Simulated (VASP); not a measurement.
Write the native input for VASP 6.6.1 that does the following.

```
Task                   : relaxation of cell and atoms
Functional             : PBEsol
Potentials or basis    : VASP PAW PBE potentials, release 64 (Ag)
Cutoff                 : 600 eV
k mesh                 : 18 × 18 × 18
Occupations            : gaussian, width 0.1 eV
Spin                   : no spin polarisation
Dipole correction      : no
Further INCAR settings : ALGO = Normal; EDIFF = 1e-07; IBRION = 2; EDIFFG = -0.01; NSW = 80; ISIF = 3
```

The structure of Ag lies in POSCAR:

```
Ag
1.0
    0.0000000000      2.0287255906      2.0287255906
    2.0287255906      0.0000000000      2.0287255906
    2.0287255906      2.0287255906      0.0000000000
Ag
1
Direct
    0.0000000000      0.0000000000      0.0000000000
```

The input as run:

INCAR

```
SYSTEM = Ag
  ALGO = Normal
  EDIFF = 1E-7
  EDIFFG = -0.01
  ENCUT = 600
  GGA = PS
  IBRION = 2
  ISIF = 3
  ISMEAR = 0
  LASPH = .TRUE.
  LCHARG = .FALSE.
  LREAL = .FALSE.
  LWAVE = .FALSE.
  NELM = 60
  NSW = 80
  PREC = Accurate
  SIGMA = 0.1
```

KPOINTS

```
k-points
0
G
  18 18 18
  0 0 0
```

Potentials or basis: VASP PAW PBE potentials, release 64 (Ag).

Launch:

```sh
$ cat potpaw_PBE.64/Ag/POTCAR > POTCAR
$ mpirun -np 1 vasp_std > vasp.out
```

It gave:

- Relaxed volume: 16.63 Å³/atom
- Relaxed cell: a = 2.865 Å, b = 2.865 Å, c = 2.865 Å, α = 60.00°, β = 60.00°, γ = 60.00°
- Space group after relaxing (to 0.05 Å): Fm-3m (No. 225)
- Energy gained by relaxing: 0.1 meV/atom
- Ionic steps: 3
- Pressure after relaxing: 0.0 GPa

Caveat: the PAW data sets were made with another functional, which shifts forces and pressure a little.

It took 19 s on 1 thread of Intel(R) Xeon(R) 6975P-C (Granite Rapids) (shared host), peak memory 0.17 GiB.
